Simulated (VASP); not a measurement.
# SiC (P1) in VASP: single point with PBE

Aim: the single point of SiC with PBE.

All numbers are computed with VASP 6.6.1; they aren't measurements. Logs are shortened: lines on timing, memory, paths and dates and some standing lists are left out, and cuts for length are marked.

### Step 1. The cell of the first run

The typed cell holds 32 atoms: a = 6.155 Å, b = 6.155 Å, c = 10.077 Å, α = 90.00°, β = 90.00°, γ = 120.00°.

### Step 2. Single point, PBE

INCAR

```
SYSTEM = SiC
ALGO     = Normal         ! electronic algorithm
EDIFF    = 1E-7           ! SCF threshold, eV
ENCUT    = 520            ! plane-wave cutoff, eV
GGA      = PE             ! functional
ISIF     = 2              ! what is computed and relaxed
ISMEAR   = -1             ! smearing method
LASPH    = .True.         ! aspherical terms in the spheres
LCHARG   = .False.        ! write CHGCAR
LREAL    = Auto         
LWAVE    = .False.        ! write WAVECAR
NBANDS   = 86             ! bands
NELM     = 80             ! most SCF steps
PREC     = Accurate       ! precision mode
SIGMA    = 0.086          ! smearing width, eV
```

KPOINTS

```
k-points
0
Gamma
  3 3 2
  0 0 0
```

POSCAR

```
SiC
1.0
    6.1551095430      0.0000000000      0.0000000000
   -3.0775547715      5.3304812273      0.0000000000
    0.0000000000      0.0000000000     10.0767208995
Si C
16 16
Direct
    0.3243330289      0.1459380433      0.9409744593
    0.1644139779      0.3470303939      0.4310387321
   -0.0056354587      0.0128618781      0.6784450089
    0.0090801467      0.0295534293      0.1931249282
    0.3302341712      0.6371852475      0.9370918471
    0.1778543656      0.8439174266      0.4373846457
   -0.0085539077      0.4828387701      0.6980972352
    0.0117133284      0.5162903465      0.1840940142
    0.8272710791      0.1746110642      0.9433881413
    0.6811124193      0.3309710559      0.4356210759
    0.5000097780     -0.0101028402      0.6927749681
    0.5147026065      0.0030072332      0.1815879410
    0.8316259802      0.6842282797      0.9430654173
    0.6573777243      0.8283923743      0.4336365018
    0.4943841271      0.4728589957      0.6798619381
    0.4962352220      0.4969442508      0.1922650254
    0.3114719693      0.1524070652      0.7540165175
    0.1700321359      0.3540029351      0.2522569619
   -0.0035228325      0.0087168490      0.4915216021
    0.0016463376      0.0170607486      0.0073181545
    0.3275731866      0.6505969822      0.7479402352
    0.1788294488      0.8590569603      0.2505454924
    0.0027491434      0.5034020167      0.5099206430
   -0.0011342880      0.5092193152     -0.0017170268
    0.8235422117      0.1608070573      0.7560349320
    0.6800388086      0.3353458954      0.2444454922
    0.5066213188      0.0022221258      0.5040403570
    0.4938948863     -0.0222897324     -0.0052102267
    0.8289156294      0.6705445245      0.7484174738
    0.6649403541      0.8297804291      0.2509559434
    0.4991070401      0.4878949740      0.4920310932
    0.5008930010      0.4893545046      0.0075777627
```

Potentials or basis: VASP PAW PBE potentials, release 64 (Si, C).

Command:

```console
$ cat potpaw_PBE.64/Si/POTCAR potpaw_PBE.64/C/POTCAR > POTCAR
$ mpirun -np 1 vasp_std > vasp.out
```

OUTCAR:

```text
SYSTEM = SiC
   EDIFF = 1E-7
   ENCUT = 520
   GGA = PE
   ISIF = 2
   ISMEAR = -1
   LASPH = .True.
   LREAL = Auto
   NELM = 80
   PREC = Accurate

 ion  position               nearest neighbor table
   1  0.324  0.146  0.941-  20 1.86  28 1.88  17 1.89  32 1.95  13 2.94   5 3.01  12 3.01   9 3.01
                             4 3.06  11 3.06  16 3.15
   2  0.164  0.347  0.431-  18 1.80  23 1.87  31 1.89  19 1.90  10 2.93   4 2.93  16 2.99  14 3.00
                             6 3.02   8 3.02   3 3.06  15 3.07   6 3.14
   3  0.994  0.013  0.678-  17 1.86  25 1.87  19 1.88  29 1.96   7 2.91  15 2.96  11 2.98  14 3.05
                             2 3.06   6 3.07
   4  0.009  0.030  0.193-  18 1.83  20 1.87  22 1.90  30 1.93   2 2.93  16 2.94  12 2.97   8 2.99
                             1 3.06   9 3.06  14 3.07   6 3.10  13 3.12
   5  0.330  0.637  0.937-  32 1.84  24 1.89  28 1.91  21 1.91  13 2.95   9 2.98   1 3.01   7 3.01
                             8 3.02  16 3.05  11 3.10  15 3.13  12 3.14
   6  0.178  0.844  0.437-  27 1.88  22 1.88  19 1.92  23 1.96  14 3.00   2 3.02  10 3.05   3 3.07
                             8 3.09  11 3.10   4 3.10  10 3.11   2 3.14  12 3.14
   7  0.991  0.483  0.698-  25 1.81  21 1.86  23 1.90  29 1.94   3 2.91   9 2.97   5 3.01  11 3.03
                            15 3.03  10 3.12  11 3.13  15 3.13  13 3.13
   8  0.012  0.516  0.184-  18 1.84  26 1.87  24 1.87  22 1.95   4 2.99   5 3.02   2 3.02   9 3.03
                            16 3.04  12 3.05  13 3.06  10 3.09   6 3.09  12 3.11  16 3.12
   9  0.827  0.175  0.943-  28 1.86  24 1.87  20 1.88  25 1.89  12 2.92   7 2.97   5 2.98   1 3.01
                            13 3.03   8 3.03   4 3.06  11 3.07  13 3.12
  10  0.681  0.331  0.436-  23 1.87  27 1.88  31 1.90  26 1.93   2 2.93  14 3.02  15 3.02   6 3.05
                            16 3.08   8 3.09  12 3.10   6 3.11   7 3.12  14 3.14
  11  0.500  0.990  0.693-  25 1.84  21 1.89  27 1.90  17 1.97   3 2.98  15 2.99   7 3.03   1 3.06
                             9 3.07   6 3.10   5 3.10  14 3.12   7 3.13
  12  0.515  0.003  0.182-  30 1.86  26 1.88  28 1.89  22 1.93   9 2.92   4 2.97   1 3.01   8 3.05
                            14 3.05  16 3.06  10 3.10  16 3.10   8 3.11   6 3.14   5 3.14
  13  0.832  0.684  0.943-  32 1.89  20 1.89  24 1.91  29 1.96   1 2.94   5 2.95   9 3.03   8 3.06
                            16 3.08   4 3.12   9 3.12   7 3.13
  14  0.657  0.828  0.434-  30 1.84  27 1.87  19 1.90  31 1.91   2 3.00   6 3.00  16 3.01  10 3.02
                            12 3.05   3 3.05   4 3.07  11 3.12  15 3.12  10 3.14
  15  0.494  0.473  0.680-  17 1.87  31 1.89  29 1.92  21 1.96   3 2.96  11 2.99  10 3.02   7 3.03
                             2 3.07  14 3.12   5 3.13   7 3.13
  16  0.496  0.497  0.192-  18 1.85  32 1.86  30 1.87  26 1.92   4 2.94   2 2.99  14 3.01   8 3.04
                             5 3.05  12 3.06  10 3.08  13 3.08  12 3.10   8 3.12   1 3.15
  17  0.311  0.152  0.754-   3 1.86  15 1.87   1 1.89  11 1.97
  18  0.170  0.354  0.252-   2 1.80   4 1.83   8 1.84  16 1.85
  19  0.996  0.009  0.492-   3 1.88  14 1.90   2 1.90   6 1.92
  20  0.002  0.017  0.007-   1 1.86   4 1.87   9 1.88  13 1.89
  21  0.328  0.651  0.748-   7 1.86  11 1.89   5 1.91  15 1.96
  22  0.179  0.859  0.251-   6 1.88   4 1.90  12 1.93   8 1.95
[... 8 lines left out ...]
  31  0.499  0.488  0.492-   2 1.89  15 1.89  10 1.90  14 1.91
  32  0.501  0.489  0.008-   5 1.84  16 1.86  13 1.89   1 1.95

  LATTYP: Found a hexagonal cell.
 ALAT       =     6.1551095430
 C/A-ratio  =     1.6371310420

  Lattice vectors:

 A1 = (   6.1551095430,   0.0000000000,   0.0000000000)
 A2 = (  -3.0775547715,   5.3304812273,   0.0000000000)
 A3 = (   0.0000000000,   0.0000000000,  10.0767208995)

Analysis of symmetry for initial positions (statically):
=====================================================================
 Subroutine PRICEL returns:
 Original cell was already a primitive cell.

 Routine SETGRP: Setting up the symmetry group for a
 hexagonal supercell.

 Subroutine GETGRP returns: Found  1 space group operations
 (whereof  1 operations were pure point group operations)
 out of a pool of 24 trial point group operations.

The static configuration has the point symmetry C_1 .

Analysis of symmetry for dynamics (positions and initial velocities):
=====================================================================
 Subroutine PRICEL returns:
 Original cell was already a primitive cell.

 Routine SETGRP: Setting up the symmetry group for a
 hexagonal supercell.

 Subroutine GETGRP returns: Found  1 space group operations
 (whereof  1 operations were pure point group operations)
 out of a pool of 24 trial point group operations.

The dynamic configuration has the point symmetry C_1 .

 Subroutine INISYM returns: Found  1 space group operations
 (whereof  1 operations are pure point group operations),
 and found     1 'primitive' translations

[... 98 lines left out ...]
  Length of vectors
     0.062533441  0.062533441  0.049619316

  Shift w.r.t. Gamma in fractional coordinates (k-lattice)
     0.000000000  0.000000000  0.000000000

 Subroutine IBZKPT returns following result:
 ===========================================

 Found     10 irreducible k-points:

 Following reciprocal coordinates:
            Coordinates               Weight
  0.000000  0.000000  0.000000      1.000000
  0.333333 -0.000000  0.000000      2.000000
  0.000000  0.333333  0.000000      2.000000
 -0.333333  0.333333  0.000000      2.000000
  0.333333  0.333333  0.000000      2.000000
  0.000000  0.000000  0.500000      1.000000
  0.333333 -0.000000  0.500000      2.000000
  0.000000  0.333333  0.500000      2.000000
 -0.333333  0.333333  0.500000      2.000000
  0.333333  0.333333  0.500000      2.000000
   k-points           NKPTS =     10   k-points in BZ     NKDIM =     10   number of bands    NBANDS=     86
   number of dos      NEDOS =    301   number of ions     NIONS =     32
   total plane-waves  NPLWV = 184320
   dimension x,y,z NGX =    48 NGY =   48 NGZ =   80
   dimension x,y,z NGXF=    96 NGYF=   96 NGZF=  160
   ions per type =              16  16
   NGX,Y,Z   is equivalent  to a cutoff of  12.96, 12.96, 13.20 a.u.
   NGXF,Y,Z  is equivalent  to a cutoff of  25.93, 25.93, 26.40 a.u.
 SYSTEM =  SiC
   PREC   = accura    normal or accurate (medium, high low for compatibility)
   ISTART =      0    job   : 0-new  1-cont  2-samecut
   ICHARG =      2    charge: 1-file 2-atom 10-const
   ISPIN  =      1    spin polarized calculation?
   LNONCOLLINEAR =      F non collinear calculations
   LSORBIT =      F    spin-orbit coupling
   LASPH  =      T    aspherical Exc in radial PAW
   ENCUT  =  520.0 eV  38.22 Ry    6.18 a.u.  11.44 11.44 18.74*2*pi/ulx,y,z
   NELM   =     80;   NELMIN=  2; NELMDL= -5     # of ELM steps
   EDIFF  = 0.1E-06   stopping-criterion for ELM
   LREAL  =      T    real-space projection
   EDIFFG = 0.1E-05   stopping-criterion for IOM
   NSW    =      0    number of steps for IOM
   IBRION =     -1    ionic relax: 0-MD 1-quasi-New 2-CG
   NFREE  =      0    steps in history (QN), initial steepest desc. (CG)
   ISIF   =      2    stress and relaxation
   ISYM   =      2    0-nonsym 1-usesym 2-fastsym
   POTIM  = 0.5000    time-step for ionic-motion
   TEBEG  =    0.0;   TEEND  =   0.0 temperature during run
   PSTRESS=    0.0 pullay stress
   NELECT =     128.0000    total number of electrons
   NUPDOWN=      -1.0000    fix difference up-down
   EMIN   =  10.00;   EMAX   =-10.00  energy-range for DOS
   EFERMI =   0.00;   METHOD = LEGACY
   ISMEAR =    -1;   SIGMA  =   0.09  broadening in eV -4-tet -1-fermi 0-gaus
   EFERMI_NEDOS =   21; number of points for ismear=-14 and -15
   IALGO  =     38    algorithm
   IMIX   =      4    mixing-type and parameters
     AMIX     =   0.40;   BMIX     =  1.00
     AMIX_MAG =   1.60;   BMIX_MAG =  1.00
  volume/ion in A,a.u.               =      10.33        69.72
  Fermi-wavevector in a.u.,A,eV,Ry     =   1.193176  2.254775 19.370177  1.423668
  Thomas-Fermi vector in A             =   2.329196
   LORBIT       =      0    0 simple, 1 ext, 2 COOP (PROOUT), +10 PAW based schemes
   GGA     = PE    functional components
   LHFCALC =     F    Hartree Fock is set to
   AEXX    =    0.0000 exact exchange contribution
   IVDW    =     0    specifies the selected vdW correction
   LEPSILON=     F    determine dielectric tensor
   LRPA    =     F    only Hartree local field effects (RPA)
 non-spin polarized calculation
  energy-cutoff  :      520.00
  volume of cell :      330.61
 maximum number of plane-waves:      8977
 NGX is ok and might be reduce to    48
   NGX = 23   NGY = 23   NGZ = 37

 number of electron     128.0000001 magnetization

 Free energy of the ion-electron system (eV)
  ---------------------------------------------------
  ext. energy  EPLUGINS =         0.00000000
  ---------------------------------------------------
  free energy    TOTEN  =      -239.08123424 eV

  energy without entropy =     -239.08122224  energy(sigma->0) =     -239.08122824

 E-fermi :   9.2869     XC(G=0): -11.3652

 val. band max:        8.3802840587   @ k =   0.0000   0.0000   0.0000
 cond. band min:      10.1584676273   @ k =   0.0000   0.0000   0.0000
 fundamental gap:      1.7781835686
 Fermi energy:         9.2868538463

 k-point     1 :       0.0000    0.0000    0.0000
  band No.  band energies     occupation
      1      -7.3633      2.00000
      2      -6.1714      2.00000
      3      -6.0967      2.00000
      4      -4.1514      2.00000
      5      -3.9260      2.00000
      6      -3.9034      2.00000
[... 779 lines left out ...]
     75      13.6481      0.00000
     76      13.6984      0.00000
 [bands above 76 left out]

------------------------ aborting loop because EDIFF is reached ----------------------------------------

  FORCE on cell =-STRESS in cart. coord.  units (eV):
  Direction    XX          YY          ZZ          XY          YZ          ZX
  --------------------------------------------------------------------------------------
  -------------------------------------------------------------------------------------
  Total        9.0996577      5.0508713      8.6996394      2.3889415     -0.4495234      1.0670969
  in kB       44.0975239     24.4768459     42.1590095     11.5769636     -2.1784193      5.1712200
  external PRESSURE =      36.9111264 kB  Pullay stress =       0.0000000 kB

 VOLUME and BASIS-vectors are now :
 -----------------------------------------------------------------------------
  energy-cutoff  :      520.00
  volume of cell :      330.61
      direct lattice vectors                 reciprocal lattice vectors
     6.155109543  0.000000000  0.000000000     0.162466645  0.093800162  0.000000000
    -3.077554772  5.330481227  0.000000000     0.000000000  0.187600323  0.000000000
     0.000000000  0.000000000 10.076720899     0.000000000  0.000000000  0.099238632

 POSITION                                       TOTAL-FORCE (eV/Angst)
 -----------------------------------------------------------------------------------
      1.54717      0.77792      9.48194         0.045372      1.325911     -0.276583
     -0.05602      1.84984      4.34346         0.674010     -0.773573      2.210982
      6.08084      0.06856      6.83650         0.494905     -2.067429      0.904639
     -0.03506      0.15753      1.94607         0.309468     -2.314609     -0.058787
      0.07165      3.39650      9.44281        -0.730523      1.404342     -0.687397
     -1.50249      4.49849      4.40740        -0.938118     -0.275108      0.702889
[... 24 lines left out ...]
      1.57054      2.60071      4.95806        -0.162386      0.406020      0.280575
      1.57704      2.60850      0.07636         0.017286     -0.563522     -0.579594
 -----------------------------------------------------------------------------------
    total drift:                                0.008554      0.022610      0.004469

  FREE ENERGIE OF THE ION-ELECTRON SYSTEM (eV)
  ---------------------------------------------------
  free  energy   TOTEN  =      -239.0812342399 eV

  energy  without entropy=     -239.0812222400  energy(sigma->0) =     -239.08122824
```

Wall time 4.5 min (1 thread of Intel Xeon 6975P-C (Granite Rapids), shared host); peak memory 0.49 GiB.

Results:

```yaml
Free_energy: -239.0812 eV
Pressure: 3.7 GPa
Largest_force: 2.698 eV/Å
Band_gap_on_the_k_mesh: 1.78 eV
```

Forces on the atoms (eV/Å):
```
Si   0.045  1.326 -0.277
Si   0.674 -0.774  2.211
Si   0.495 -2.067  0.905
Si   0.309 -2.315 -0.059
Si  -0.731  1.404 -0.687
Si  -0.938 -0.275  0.703
Si  -0.719  2.415 -0.965
Si  -1.043  0.990  0.232
Si   0.541 -0.528 -0.699
Si  -0.848  0.194 -0.073
Si  -1.552 -0.537 -0.229
Si  -1.271 -0.272  0.638
Si   0.404 -0.868 -1.078
Si   0.944  0.015  1.079
Si  -0.678  1.905  1.080
Si   1.390  0.413 -0.337
C    1.687  0.003 -0.769
C    0.096 -0.055 -0.944
C    0.330 -0.129  0.402
C   -0.138 -0.585 -0.100
C    0.813 -0.280  0.261
C    0.409 -0.825 -0.536
C    0.062  0.469 -1.327
C    0.137 -0.095  0.263
C    0.199 -0.115 -0.039
C   -0.402  0.098  0.601
C   -0.197 -0.219 -0.128
C   -0.307  0.556  0.704
C    0.113 -0.394  0.172
C    0.319  0.701 -0.704
C   -0.162  0.406  0.281
C    0.017 -0.564 -0.580
```

Stress tensor (GPa, compression positive):
```
 4.41  1.16  0.52
 1.16  2.45 -0.22
 0.52 -0.22  4.22
```

Caveat: forces of over 1 eV/Å act on the atoms, so gaps and moduli don't describe the material at rest. As with any semilocal functional, this PBE gap is likely too small.
